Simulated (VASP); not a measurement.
# CdI4 (Pm-3m) in VASP: notebook

Runs on CdI4. Level: PBE. Tasks: single point, relaxation of cell and atoms.

Program: VASP 6.6.1. These are calculated values, not measurements. Logs are shortened: lines on timing, memory, paths and dates and some standing lists are left out, and cuts for length are marked.

## Step 1: The cell of the first run

The structure is cubic, space group Pm-3m (No. 221). The conventional cell has a = 6.233 Å, b = 6.233 Å, c = 6.233 Å, α = 90.00°, β = 90.00°, γ = 90.00°. Cd (site symmetry m-3m) has 20 I at 4.41 to 5.40 Å within 5.8 Å. Within 4.1 Å of I (site symmetry 4/mmm) lie 2 I at 3.12 Å. I (site symmetry m-3m) has 6 I at 3.12 Å within 4.1 Å.

## Step 2: Single point, PBE

The input, INCAR:

```
  PREC = Accurate
  ENCUT = 520
  EDIFF = 1E-6
  ISMEAR = 0
  SIGMA = 0.1
  LREAL = F
  LASPH = T
  NELM = 100
  ALGO = Normal
  ISIF = 2
  LWAVE = F
  LCHARG = F
  GGA = PE
  NBANDS = 28
```

The input, KPOINTS:

```
regular mesh
0
Gamma
  6 6 6
```

The input, POSCAR:

```
CdI4
1.0
    6.2333745479      0.0000000000      0.0000000000
    0.0000000000      6.2333745479      0.0000000000
    0.0000000000      0.0000000000      6.2333745479
Cd I
1 4
Direct
    0.5000000000      0.5000000000      0.5000000000
    0.5000000000      0.0000000000      0.0000000000
    0.0000000000      0.5000000000      0.0000000000
    0.0000000000      0.0000000000      0.5000000000
    0.0000000000      0.0000000000      0.0000000000
```

Potentials or basis: VASP PAW PBE potentials, release 64 (Cd, I).

Started as:

```sh
$ cat potpaw_PBE.64/Cd/POTCAR potpaw_PBE.64/I/POTCAR > POTCAR
$ mpirun -np 1 vasp_std > vasp.out
```

OUTCAR:

```text
PREC = Accurate
   ENCUT = 520
   EDIFF = 1E-6
   ISMEAR = 0
   LREAL = F
   LASPH = T
   NELM = 100
   ISIF = 2
   GGA = PE

 ion  position               nearest neighbor table
   1  0.500  0.500  0.500-
   2  0.500  0.000  0.000-   5 3.12   5 3.12
   3  0.000  0.500  0.000-   5 3.12   5 3.12
   4  0.000  0.000  0.500-   5 3.12   5 3.12
   5  0.000  0.000  0.000-   2 3.12   3 3.12   4 3.12   4 3.12   3 3.12   2 3.12

  LATTYP: Found a simple cubic cell.
 ALAT       =     6.2333745479

  Lattice vectors:

 A1 = (   6.2333745479,   0.0000000000,   0.0000000000)
 A2 = (   0.0000000000,   6.2333745479,   0.0000000000)
 A3 = (   0.0000000000,   0.0000000000,   6.2333745479)

Analysis of symmetry for initial positions (statically):
=====================================================================
 Subroutine PRICEL returns:
 Original cell was already a primitive cell.

 Routine SETGRP: Setting up the symmetry group for a
 simple cubic supercell.

 Subroutine GETGRP returns: Found 48 space group operations
 (whereof 48 operations were pure point group operations)
 out of a pool of 48 trial point group operations.

The static configuration has the point symmetry O_h .

Analysis of symmetry for dynamics (positions and initial velocities):
=====================================================================
 Subroutine PRICEL returns:
 Original cell was already a primitive cell.

 Routine SETGRP: Setting up the symmetry group for a
 simple cubic supercell.

 Subroutine GETGRP returns: Found 48 space group operations
 (whereof 48 operations were pure point group operations)
 out of a pool of 48 trial point group operations.

The dynamic configuration has the point symmetry O_h .

 Subroutine INISYM returns: Found 48 space group operations
 (whereof 48 operations are pure point group operations),
 and found     1 'primitive' translations

----------------------------------------------------------------------------------------

                                     Primitive cell

  volume of cell :     242.1975

  direct lattice vectors                    reciprocal lattice vectors
     6.233374548  0.000000000  0.000000000     0.160426747  0.000000000  0.000000000
     0.000000000  6.233374548  0.000000000     0.000000000  0.160426747  0.000000000
     0.000000000  0.000000000  6.233374548     0.000000000  0.000000000  0.160426747

  length of vectors
     6.233374548  6.233374548  6.233374548     0.160426747  0.160426747  0.160426747

  position of ions in fractional coordinates (direct lattice)
     0.500000000  0.500000000  0.500000000
     0.500000000  0.000000000  0.000000000
     0.000000000  0.500000000  0.000000000
     0.000000000  0.000000000  0.500000000
     0.000000000  0.000000000  0.000000000

  ion indices of the primitive-cell ions
   primitive index   ion index
                 1           1
                 2           2
                 3           3
                 4           4
                 5           5

----------------------------------------------------------------------------------------

 KPOINTS: regular mesh

Automatic generation of k-mesh.
 Grid dimensions read from file:
 generate k-points for:    6    6    6

 Generating k-lattice:

  Cartesian coordinates                     Fractional coordinates (reciprocal lattice)
     0.026737791  0.000000000  0.000000000     0.166666667  0.000000000  0.000000000
     0.000000000  0.026737791  0.000000000     0.000000000  0.166666667  0.000000000
     0.000000000  0.000000000  0.026737791     0.000000000  0.000000000  0.166666667

  Length of vectors
     0.026737791  0.026737791  0.026737791

  Shift w.r.t. Gamma in fractional coordinates (k-lattice)
     0.000000000  0.000000000  0.000000000

 Subroutine IBZKPT returns following result:
 ===========================================

 Found     20 irreducible k-points:

 Following reciprocal coordinates:
            Coordinates               Weight
  0.000000  0.000000  0.000000      1.000000
  0.166667  0.000000  0.000000      6.000000
  0.333333  0.000000  0.000000      6.000000
  0.500000  0.000000  0.000000      3.000000
  0.166667  0.166667  0.000000     12.000000
  0.333333  0.166667  0.000000     24.000000
[... 12 lines left out ...]
  0.500000  0.500000  0.333333      6.000000
  0.500000  0.500000  0.500000      1.000000
   k-points           NKPTS =     20   k-points in BZ     NKDIM =     20   number of bands    NBANDS=     28
   number of dos      NEDOS =    301   number of ions     NIONS =      5
   total plane-waves  NPLWV = 110592
   dimension x,y,z NGX =    48 NGY =   48 NGZ =   48
   dimension x,y,z NGXF=    96 NGYF=   96 NGZF=   96
   ions per type =               1   4
   NGX,Y,Z   is equivalent  to a cutoff of  12.80, 12.80, 12.80 a.u.
   NGXF,Y,Z  is equivalent  to a cutoff of  25.60, 25.60, 25.60 a.u.
 SYSTEM =  unknown system
   PREC   = accura    normal or accurate (medium, high low for compatibility)
   ISTART =      0    job   : 0-new  1-cont  2-samecut
   ICHARG =      2    charge: 1-file 2-atom 10-const
   ISPIN  =      1    spin polarized calculation?
   LNONCOLLINEAR =      F non collinear calculations
   LSORBIT =      F    spin-orbit coupling
   LASPH  =      T    aspherical Exc in radial PAW
   ENCUT  =  520.0 eV  38.22 Ry    6.18 a.u.  11.59 11.59 11.59*2*pi/ulx,y,z
   NELM   =    100;   NELMIN=  2; NELMDL= -5     # of ELM steps
   EDIFF  = 0.1E-05   stopping-criterion for ELM
   LREAL  =      F    real-space projection
   EDIFFG = 0.1E-04   stopping-criterion for IOM
   NSW    =      0    number of steps for IOM
   IBRION =     -1    ionic relax: 0-MD 1-quasi-New 2-CG
   NFREE  =      0    steps in history (QN), initial steepest desc. (CG)
   ISIF   =      2    stress and relaxation
   ISYM   =      2    0-nonsym 1-usesym 2-fastsym
   POTIM  = 0.5000    time-step for ionic-motion
   TEBEG  =    0.0;   TEEND  =   0.0 temperature during run
   PSTRESS=    0.0 pullay stress
   NELECT =      40.0000    total number of electrons
   NUPDOWN=      -1.0000    fix difference up-down
   EMIN   =  10.00;   EMAX   =-10.00  energy-range for DOS
   EFERMI =   0.00;   METHOD = LEGACY
   ISMEAR =     0;   SIGMA  =   0.10  broadening in eV -4-tet -1-fermi 0-gaus
   EFERMI_NEDOS =   21; number of points for ismear=-14 and -15
   IALGO  =     38    algorithm
   IMIX   =      4    mixing-type and parameters
     AMIX     =   0.40;   BMIX     =  1.00
     AMIX_MAG =   1.60;   BMIX_MAG =  1.00
  volume/ion in A,a.u.               =      48.44       326.89
  Fermi-wavevector in a.u.,A,eV,Ry     =   0.898197  1.697346 10.976607  0.806758
  Thomas-Fermi vector in A             =   2.020876
   LORBIT       =      0    0 simple, 1 ext, 2 COOP (PROOUT), +10 PAW based schemes
   GGA     = PE    functional components
   LHFCALC =     F    Hartree Fock is set to
   AEXX    =    0.0000 exact exchange contribution
   IVDW    =     0    specifies the selected vdW correction
   LEPSILON=     F    determine dielectric tensor
   LRPA    =     F    only Hartree local field effects (RPA)
 non-spin polarized calculation
 Gauss-broadening in eV      SIGMA  =   0.10
  energy-cutoff  :      520.00
  volume of cell :      242.20
 maximum number of plane-waves:      6619
 NGX is ok and might be reduce to    48
   NGX = 23   NGY = 23   NGZ = 23

 number of electron      40.0000001 magnetization

 Free energy of the ion-electron system (eV)
  ---------------------------------------------------
  ext. energy  EPLUGINS =         0.00000000
  ---------------------------------------------------
  free energy    TOTEN  =        -5.69347061 eV

  energy without entropy =       -5.67175318  energy(sigma->0) =       -5.68261190

 E-fermi :   0.8435     XC(G=0):  -7.3570

 val. band max:        0.8432913574   @ k =   0.3333   0.3333   0.1667
 cond. band min:       0.8468848504   @ k =   0.5000   0.3333   0.0000
 fundamental gap:      0.0035934930
 Fermi energy:         0.8435210885

 k-point     1 :       0.0000    0.0000    0.0000
  band No.  band energies     occupation
      1     -13.0441      2.00000
      2     -10.6081      2.00000
      3     -10.6081      2.00000
      4      -9.8888      2.00000
      5      -6.3327      2.00000
      6      -6.3327      2.00000
[... 20 lines left out ...]
     27       6.0285      0.00000
     28       6.0285      0.00000

 k-point     2 :       0.1667    0.0000    0.0000
  band No.  band energies     occupation
      1     -13.0109      2.00000
      2     -10.6541      2.00000
      3     -10.6075      2.00000
      4      -9.9576      2.00000
      5      -6.3332      2.00000
      6      -6.3332      2.00000
[... 20 lines left out ...]
     27       6.3828      0.00000
     28       6.3828      0.00000

 k-point     3 :       0.3333    0.0000    0.0000
  band No.  band energies     occupation
      1     -12.9388      2.00000
      2     -10.7714      2.00000
      3     -10.6063      2.00000
      4     -10.0620      2.00000
      5      -6.3341      2.00000
      6      -6.3341      2.00000
[... 20 lines left out ...]
     27       7.2279      0.00000
     28       7.2279      0.00000

 k-point     4 :       0.5000    0.0000    0.0000
  band No.  band energies     occupation
      1     -12.8992      2.00000
      2     -10.8421      2.00000
      3     -10.6056      2.00000
      4     -10.0998      2.00000
      5      -6.3346      2.00000
      6      -6.3346      2.00000
[... 454 lines left out ...]
     27       7.8106      0.00000
     28       7.8827      0.00000

 k-point    19 :       0.5000    0.5000    0.3333
  band No.  band energies     occupation
      1     -12.5870      2.00000
      2     -10.8350      2.00000
      3     -10.8350      2.00000
      4     -10.7070      2.00000
      5      -6.3321      2.00000
      6      -6.3321      2.00000
[... 20 lines left out ...]
     27       7.8032      0.00000
     28       7.8032      0.00000

 k-point    20 :       0.5000    0.5000    0.5000
  band No.  band energies     occupation
      1     -12.5285      2.00000
      2     -10.8342      2.00000
      3     -10.8342      2.00000
      4     -10.8342      2.00000
      5      -6.3314      2.00000
      6      -6.3314      2.00000
[... 20 lines left out ...]
     27       7.4860      0.00000
     28       7.4860      0.00000

------------------------ aborting loop because EDIFF is reached ----------------------------------------

  FORCE on cell =-STRESS in cart. coord.  units (eV):
  Direction    XX          YY          ZZ          XY          YZ          ZX
  --------------------------------------------------------------------------------------
  -------------------------------------------------------------------------------------
  Total       -0.1033080     -0.1033080     -0.1033080     -0.0000000     -0.0000000     -0.0000000
  in kB       -0.6834000     -0.6834000     -0.6834000     -0.0000000     -0.0000000     -0.0000000
  external PRESSURE =      -0.6834000 kB  Pullay stress =       0.0000000 kB

 VOLUME and BASIS-vectors are now :
 -----------------------------------------------------------------------------
  energy-cutoff  :      520.00
  volume of cell :      242.20
      direct lattice vectors                 reciprocal lattice vectors
     6.233374548  0.000000000  0.000000000     0.160426747  0.000000000  0.000000000
     0.000000000  6.233374548  0.000000000     0.000000000  0.160426747  0.000000000
     0.000000000  0.000000000  6.233374548     0.000000000  0.000000000  0.160426747

 POSITION                                       TOTAL-FORCE (eV/Angst)
 -----------------------------------------------------------------------------------
      3.11669      3.11669      3.11669         0.000000      0.000000      0.000000
      3.11669      0.00000      0.00000         0.000000      0.000000      0.000000
      0.00000      3.11669      0.00000         0.000000      0.000000      0.000000
      0.00000      0.00000      3.11669         0.000000      0.000000      0.000000
      0.00000      0.00000      0.00000         0.000000      0.000000      0.000000
 -----------------------------------------------------------------------------------
    total drift:                                0.000000     -0.000000      0.000000

  FREE ENERGIE OF THE ION-ELECTRON SYSTEM (eV)
  ---------------------------------------------------
  free  energy   TOTEN  =        -5.6934706055 eV

  energy  without entropy=       -5.6717531848  energy(sigma->0) =       -5.68261190
```

Run time: 1.9 min. Hardware: 1 thread of Intel Xeon Platinum 8488C (Sapphire Rapids), shared host; peak memory 0.38 GiB.

What came out:

```
Free energy            : -5.6935 eV
Pressure               : -0.1 GPa
Band gap on the k mesh : zero (band 20 reaches 2.92 eV, above the bottom of band 21 at 0.39 eV)
```

Levels at points of the mesh, in eV from the Fermi level:
```csv
k point,band 15,band 16,band 17,band 18,band 19,band 20,band 21,band 22,band 23,band 24
"(0.00, 0.00, 0.00)",-1.09,-1.00,-1.00,-1.00,-0.78,2.08,2.08,2.08,5.06,5.06
"(0.50, 0.00, 0.00)",-1.32,-1.32,-1.10,-1.01,-1.01,0.28,2.07,2.07,3.55,4.59
"(0.50, 0.50, 0.00)",-1.39,-1.28,-1.28,-1.00,-1.00,-0.46,-0.10,2.05,4.09,4.35
"(0.50, 0.50, 0.50)",-2.09,-1.64,-1.64,-1.25,-0.69,-0.45,-0.45,-0.45,5.03,5.03
```

Caveat: spin-orbit coupling is left out, which moves the levels of the heavy elements.

(Continued in part 2 of 2.)
